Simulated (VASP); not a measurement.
# Pd (Fm-3m) in VASP: notebook, part 3 of 3

VASP 6.6.1.

### 4 Single point, pbe exchange, pbesol correlation, collinear spin (14.16 Å³/atom)

This run uses another cell than the first one, of 14.16 Å³/atom.

Contents of INCAR:

```
PREC = Accurate
ENCUT = 500
EDIFF = 1E-6
ISMEAR = 0
SIGMA = 0.05
LREAL = F
LASPH = T
NELM = 200
ALGO = Normal
ISIF = 2
LWAVE = F
LCHARG = F
ISPIN = 2
MAGMOM = 0.5
LORBIT = 11
LMAXMIX = 4
GGA = LIBXC
LIBXC1 = GGA_X_PBE
LIBXC2 = GGA_C_PBE_SOL
NBANDS = 15
GGA_COMPAT = F
```

Contents of KPOINTS:

```
regular mesh
0
Gamma
  12 12 12
```

Contents of POSCAR:

```
Pd
1.0
    0.0000000000      1.9201927211      1.9201927211
    1.9201927211      0.0000000000      1.9201927211
    1.9201927211      1.9201927211      0.0000000000
Pd
1
Direct
    0.0000000000      0.0000000000      0.0000000000
```

Potentials or basis: VASP PAW PBE potentials, release 64 (Pd).

Started as:

```bash
$ cat potpaw_PBE.64/Pd/POTCAR > POTCAR
$ mpirun -np 1 vasp_std > vasp.out
```

OUTCAR:

```text
PREC = Accurate
   ENCUT = 500
   EDIFF = 1E-6
   ISMEAR = 0
   LREAL = F
   LASPH = T
   NELM = 200
   ISIF = 2
   ISPIN = 2
   LORBIT = 11
   GGA = LIBXC

 ion  position               nearest neighbor table
   1  0.000  0.000  0.000-

  LATTYP: Found a face centered cubic cell.
 ALAT       =     3.8403854422

  Lattice vectors:

 A1 = (   0.0000000000,   1.9201927211,   1.9201927211)
 A2 = (   1.9201927211,   0.0000000000,   1.9201927211)
 A3 = (   1.9201927211,   1.9201927211,   0.0000000000)

Analysis of symmetry for initial positions (statically):
=====================================================================
 Subroutine PRICEL returns:
 Original cell was already a primitive cell.

 Routine SETGRP: Setting up the symmetry group for a
 face centered cubic supercell.

 Subroutine GETGRP returns: Found 48 space group operations
 (whereof 48 operations were pure point group operations)
 out of a pool of 48 trial point group operations.

The static configuration has the point symmetry O_h .

Analysis of symmetry for dynamics (positions and initial velocities):
=====================================================================
 Subroutine PRICEL returns:
 Original cell was already a primitive cell.

 Routine SETGRP: Setting up the symmetry group for a
 face centered cubic supercell.

 Subroutine GETGRP returns: Found 48 space group operations
 (whereof 48 operations were pure point group operations)
 out of a pool of 48 trial point group operations.

The dynamic configuration has the point symmetry O_h .

Analysis of structural, dynamic, and magnetic symmetry:
=====================================================================
 Subroutine PRICEL returns:
 Original cell was already a primitive cell.

 Routine SETGRP: Setting up the symmetry group for a
 face centered cubic supercell.

 Subroutine GETGRP returns: Found 48 space group operations
 (whereof 48 operations were pure point group operations)
 out of a pool of 48 trial point group operations.

The overall configuration has the point symmetry O_h .

 Subroutine INISYM returns: Found 48 space group operations
 (whereof 48 operations are pure point group operations),
 and found     1 'primitive' translations

----------------------------------------------------------------------------------------

                                     Primitive cell

  volume of cell :      14.1600

  direct lattice vectors                    reciprocal lattice vectors
     0.000000000  1.920192721  1.920192721    -0.260390530  0.260390530  0.260390530
     1.920192721  0.000000000  1.920192721     0.260390530 -0.260390530  0.260390530
     1.920192721  1.920192721  0.000000000     0.260390530  0.260390530 -0.260390530

  length of vectors
     2.715562589  2.715562589  2.715562589     0.451009627  0.451009627  0.451009627

  position of ions in fractional coordinates (direct lattice)
     0.000000000  0.000000000  0.000000000

  ion indices of the primitive-cell ions
   primitive index   ion index
                 1           1

----------------------------------------------------------------------------------------

 KPOINTS: regular mesh

Automatic generation of k-mesh.
 Grid dimensions read from file:
 generate k-points for:   12   12   12

 Generating k-lattice:

  Cartesian coordinates                     Fractional coordinates (reciprocal lattice)
    -0.021699211  0.021699211  0.021699211     0.083333333  0.000000000  0.000000000
     0.021699211 -0.021699211  0.021699211     0.000000000  0.083333333  0.000000000
     0.021699211  0.021699211 -0.021699211     0.000000000  0.000000000  0.083333333

[... 71 lines left out ...]
   ISMEAR =     0;   SIGMA  =   0.05  broadening in eV -4-tet -1-fermi 0-gaus
   EFERMI_NEDOS =   21; number of points for ismear=-14 and -15
   IALGO  =     38    algorithm
   IMIX   =      4    mixing-type and parameters
     AMIX     =   0.40;   BMIX     =  1.00
     AMIX_MAG =   1.60;   BMIX_MAG =  1.00
  volume/ion in A,a.u.               =      14.16        95.56
  Fermi-wavevector in a.u.,A,eV,Ry     =   1.457874  2.754983 28.917779  2.125397
  Thomas-Fermi vector in A             =   2.574625
   LORBIT       =     11    0 simple, 1 ext, 2 COOP (PROOUT), +10 PAW based schemes
   GGA     = LIBXC    functional components
   LHFCALC =     F    Hartree Fock is set to
   AEXX    =    0.0000 exact exchange contribution
   IVDW    =     0    specifies the selected vdW correction
   LEPSILON=     F    determine dielectric tensor
   LRPA    =     F    only Hartree local field effects (RPA)
 spin polarized calculation
 Gauss-broadening in eV      SIGMA  =   0.05
  energy-cutoff  :      500.00
  volume of cell :       14.16
 maximum number of plane-waves:       370
   NGX =  9   NGY =  9   NGZ =  9

 number of electron      10.0000005 magnetization       0.1991037

 Free energy of the ion-electron system (eV)
  ---------------------------------------------------
  ext. energy  EPLUGINS =         0.00000000
  ---------------------------------------------------
  free energy    TOTEN  =        -5.06739520 eV

  energy without entropy =       -5.06519071  energy(sigma->0) =       -5.06629296

 E-fermi :  10.4158     XC(G=0): -13.4271

 val. band max:       10.4149966445   @ k =  -0.4167   0.3333   0.0000
 cond. band min:      10.4189458398   @ k =   0.5000   0.2500   0.0000
 fundamental gap:      0.0039491953
 Fermi energy:        10.4157705653

 spin component 1

 k-point     1 :       0.0000    0.0000    0.0000
  band No.  band energies     occupation
      1       3.0333      1.00000
      2       7.3216      1.00000
      3       7.3216      1.00000
      4       7.3216      1.00000
      5       9.0544      1.00000
      6       9.0544      1.00000
      7      27.7638      0.00000
      8      32.7244      0.00000
      9      32.7244      0.00000
     10      32.7244      0.00000
     11      36.2832      0.00000
     12      38.3554      0.00000
     13      41.9491      0.00000
     14      41.9491      0.00000
[... 403 lines left out ...]
      4       8.3314      1.00000
      5      10.0801      1.00000
      6      14.1660      0.00000
      7      18.3097      0.00000
      8      26.6419      0.00000
      9      29.6570      0.00000
     10      30.8075      0.00000
     11      36.3340      0.00000
     12      38.9245      0.00000
     13      39.4170      0.00000
     14      44.2920      0.00000
     15      44.4003      0.00000

 [... further k-points ...]

 spin component 2

 k-point     1 :       0.0000    0.0000    0.0000
  band No.  band energies     occupation
      1       3.0418      1.00000
      2       7.4793      1.00000
      3       7.4793      1.00000
      4       7.4793      1.00000
      5       9.1820      1.00000
      6       9.1820      1.00000
      7      27.7636      0.00000
      8      32.7241      0.00000
      9      32.7241      0.00000
     10      32.7241      0.00000
     11      36.5408      0.00000
     12      38.3369      0.00000
     13      41.9834      0.00000
     14      41.9834      0.00000
[... 403 lines left out ...]
      4       8.4446      1.00000
      5      10.2458      1.00000
      6      14.2271      0.00000
      7      18.3968      0.00000
      8      26.6654      0.00000
      9      29.6759      0.00000
     10      30.8398      0.00000
     11      36.5967      0.00000
     12      38.9370      0.00000
     13      39.4409      0.00000
     14      44.4842      0.00000
     15      44.5557      0.00000

 [... further k-points ...]

------------------------ aborting loop because EDIFF is reached ----------------------------------------

  FORCE on cell =-STRESS in cart. coord.  units (eV):
  Direction    XX          YY          ZZ          XY          YZ          ZX
  --------------------------------------------------------------------------------------
  -------------------------------------------------------------------------------------
  Total        1.6125159      1.6125159      1.6125159     -0.0000000      0.0000000      0.0000000
  in kB      182.4526373    182.4526373    182.4526373     -0.0000000      0.0000000      0.0000000
  external PRESSURE =     182.4526373 kB  Pullay stress =       0.0000000 kB

 VOLUME and BASIS-vectors are now :
 -----------------------------------------------------------------------------
  energy-cutoff  :      500.00
  volume of cell :       14.16
      direct lattice vectors                 reciprocal lattice vectors
     0.000000000  1.920192721  1.920192721    -0.260390530  0.260390530  0.260390530
     1.920192721  0.000000000  1.920192721     0.260390530 -0.260390530  0.260390530
     1.920192721  1.920192721  0.000000000     0.260390530  0.260390530 -0.260390530

 POSITION                                       TOTAL-FORCE (eV/Angst)
 -----------------------------------------------------------------------------------
      0.00000      0.00000      0.00000         0.000000      0.000000      0.000000
 -----------------------------------------------------------------------------------
    total drift:                               -0.000000     -0.000000     -0.000000

  FREE ENERGIE OF THE ION-ELECTRON SYSTEM (eV)
  ---------------------------------------------------
  free  energy   TOTEN  =        -5.0673952049 eV

  energy  without entropy=       -5.0651907074  energy(sigma->0) =       -5.06629296

 total charge

# of ion       s       p       d       tot
------------------------------------------
    1        0.510   0.517   8.511   9.538

 magnetization (x)

# of ion       s       p       d       tot
------------------------------------------
    1       -0.003  -0.006   0.206   0.198
```

Wall time 38 s (1 thread of AMD EPYC 7R43 (Zen 3), shared host); peak memory 0.11 GiB.

Results:

| Property | Result |
| --- | --- |
| Free energy | -5.0674 eV |
| Pressure | 18.2 GPa |
| Net moment | 0.20 μB per cell |
| Site moments | Pd +0.20 μB |
| Valence electrons inside the program's atomic spheres | Pd 9.54 |

Levels at points of the mesh, in eV from the Fermi level:
Spin up:
```tsv
k point	band 2	band 3	band 4	band 5	band 6	band 7	band 8	band 9
(0.00, 0.00, 0.00)	-3.09	-3.09	-3.09	-1.36	-1.36	17.35	22.31	22.31
(0.50, 0.00, 0.00)	-3.13	-3.13	-0.09	-0.09	1.04	7.63	16.74	21.53
(0.50, 0.50, 0.00)	-5.48	-0.11	0.24	0.24	3.44	11.22	13.49	13.49
```
Spin down:
| k point | band 3 | band 4 | band 5 | band 6 | band 7 | band 8 |
| --- | --- | --- | --- | --- | --- | --- |
| (0.00, 0.00, 0.00) | -2.94 | -2.94 | -1.23 | -1.23 | 17.35 | 22.31 |
| (0.50, 0.00, 0.00) | -3.00 | 0.07 | 0.07 | 1.04 | 7.73 | 16.73 |
| (0.50, 0.50, 0.00) | 0.03 | 0.42 | 0.42 | 3.45 | 11.29 | 13.51 |

Caveat: the cell stands under pressure; the PAW data sets were made with another functional, which shifts forces and pressure a little.

### 5 Single point, r2SCAN (14.16 Å³/atom)

Contents of POSCAR:

```
Pd
1.0
    3.8403854400      0.0000000000      0.0000000000
    0.0000000000      3.8403854400      0.0000000000
    0.0000000000      0.0000000000      3.8403854400
Pd
4
Direct
    0.0000000000      0.0000000000      0.0000000000
    0.0000000000      0.5000000000      0.5000000000
    0.5000000000      0.0000000000      0.5000000000
    0.5000000000      0.5000000000      0.0000000000
```

Contents of INCAR.step1:

```
SYSTEM = Pd
  PREC = Accurate
  ENCUT = 550
  ISMEAR = -1
  SIGMA = 0.05
  LREAL = .False.
  LASPH = .True.
  NELM = 120
  NBANDS = 28
  GGA = PE
  ALGO = Normal
  EDIFF = 1E-5
  LWAVE = .True.
  LCHARG = .False.
  GGA_COMPAT = .False.
```

Contents of INCAR.step2:

```
SYSTEM = Pd
  PREC = Accurate
  ENCUT = 550
  EDIFF = 1E-6
  ISMEAR = -1
  SIGMA = 0.05
  LREAL = .False.
  LASPH = .True.
  NELM = 120
  ALGO = Normal
  ISIF = 2
  LWAVE = .False.
  LCHARG = .False.
  METAGGA = R2SCAN
  LMIXTAU = .True.
  NBANDS = 28
  ISTART = 1
  GGA_COMPAT = .False.
```

Contents of KPOINTS:

```
regular mesh
0
Gamma
  7 7 7
  0 0 0
```

Started as:

```bash
$ cat potpaw_PBE.64/Pd/POTCAR > POTCAR
$ cp INCAR.step1 INCAR
$ mpirun -np 1 vasp_std > vasp.out
$ cp INCAR.step2 INCAR
$ mpirun -np 1 vasp_std > vasp.out
```

It used 110 s of CPU time on 1 thread of Intel(R) Xeon(R) Platinum 8488C (Sapphire Rapids), with other jobs on the host.

Results (log left out):

```
Free energy            : -91.6595 eV
Pressure               : 12.5 GPa
Band gap on the k mesh : zero (bands 20 and 21 overlap by 0.65 eV)
```

Levels at points of the mesh, in eV from the Fermi level:
| k point | band 16 | band 17 | band 18 | band 19 | band 20 | band 21 | band 22 | band 23 | band 24 | band 25 |
| --- | --- | --- | --- | --- | --- | --- | --- | --- | --- | --- |
| (0.00, 0.00, 0.00) | 0.32 | 0.32 | 0.32 | 0.32 | 0.32 | 0.32 | 3.64 | 3.64 | 3.64 | 11.74 |

Caveat: the cell stands under pressure; the PAW data sets were made with another functional, which shifts forces and pressure a little.

### 6 Summary

| level | spin | cell | k mesh | cutoff (eV) | smearing | grid for exact exchange (PRECFOCK) | share of exact exchange | gap on the mesh (eV) | pressure (GPa) |
| --- | --- | --- | --- | --- | --- | --- | --- | --- | --- |
| PBE0 | off | a = 2.789 Å, angles 60.0°, 1 atom, atomic positions A | 8 × 8 × 8 | 520 | fermi-dirac 0.05 eV | Normal | 0.25 | none | -3.9 |
| BLYP | off | a = 2.753 Å, angles 60.0°, 1 atom, atomic positions A | 12 × 12 × 12 | 500 | tetrahedron | - | - | none | 18.8 |
| pbe exchange, pbesol correlation | collinear | a = 2.716 Å, angles 60.0°, 1 atom, atomic positions A | 12 × 12 × 12 | 500 | gaussian 0.05 eV | - | - | none | 18.2 |
| r2SCAN | off | a = 3.840 Å, 4 atoms, atomic positions B | 7 × 7 × 7 | 550 | fermi-dirac 0.05 eV | - | - | none | 12.5 |

Alike in all rows: task single point; potentials or basis VASP PAW PBE potentials, release 64 (Pd).

Caveats: the PAW data sets were made with another functional, which shifts forces and pressure a little; the cell stands under pressure (at least some runs); the cell stands under tension (at least some runs).

Absolute energies hang on the potentials; compare differences alone.
